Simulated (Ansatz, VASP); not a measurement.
**One calculation of KCl, two programs**

Contents of POSCAR:

```
KCl
1.0
    3.8646218801      0.0000000000      0.0000000000
    0.0000000000      3.8646218801      0.0000000000
    0.0000000000      0.0000000000      3.8646218801
K Cl
1 1
Direct
    0.0000000000      0.0000000000      0.0000000000
    0.5000000000      0.5000000000      0.5000000000
```

INCAR.step1

```
ALGO = Normal
EDIFF = 1E-4
ENCUT = 520
GGA = PE
ISMEAR = -1
LASPH = T
LCHARG = F
LREAL = F
LWAVE = T
NBANDS = 15
NELM = 80
PREC = Accurate
SIGMA = 0.05
```

File INCAR.step2:

```
ALGO = Normal
EDIFF = 1E-7
ENCUT = 520
ISIF = 2
ISMEAR = -1
ISTART = 1
LASPH = T
LCHARG = F
LMIXTAU = T
LREAL = F
LWAVE = F
METAGGA = R2SCAN
NBANDS = 15
NELM = 80
PREC = Accurate
SIGMA = 0.05
```

The input KPOINTS:

```
k-points
0
Gamma
  7 7 7
```

File input.yaml:

```yaml
crystal:
  lattice:
    - [3.8646218801, 0.0, 0.0]
    - [0.0, 3.8646218801, 0.0]
    - [0.0, 0.0, 3.8646218801]
  atoms:
    - { symbol: K, position: [0.0, 0.0, 0.0] }
    - { symbol: Cl, position: [0.5, 0.5, 0.5] }
hamiltonian:
  xc: r2scan
  pseudopotentials: { kind: paw }
kpoints:
  mp_grid: { grid: [7, 7, 7] }
scf:
  occupations: { method: fermi_dirac, width: 0.05 }
output:
  forces: true
  stress: true
  eigenvalues: true
```

Alike in both runs: task single point; functional r2SCAN; k mesh 7 × 7 × 7; occupations fermi-dirac, width 0.05 eV; no spin polarisation.

```csv
,VASP,Ansatz
version,VASP 6.6.1,Ansatz 0.2.0
potentials or method,"VASP PAW PBE potentials, release 64 (K_sv, Cl)",Ansatz PAW
plane-wave cutoff (eV),520,500
valence electrons in the cell,16,16
```

```csv
,VASP,Ansatz,Ansatz less VASP
gap on the k mesh at the Fermi level (eV),5.49,5.49,-0.005
least direct gap on the mesh (eV),5.67,5.67,-0.006
pressure (GPa),-1.4,-1.4,+0.05
```

VASP's potentials were made for PBE, not for r2SCAN. The functional is the same, so the differences come from potentials, cutoffs and numerics.

Noted on Ansatz's run: odd divisions of the mesh miss points on the zone boundary, where band edges often lie, so the gap on the mesh can be too wide.
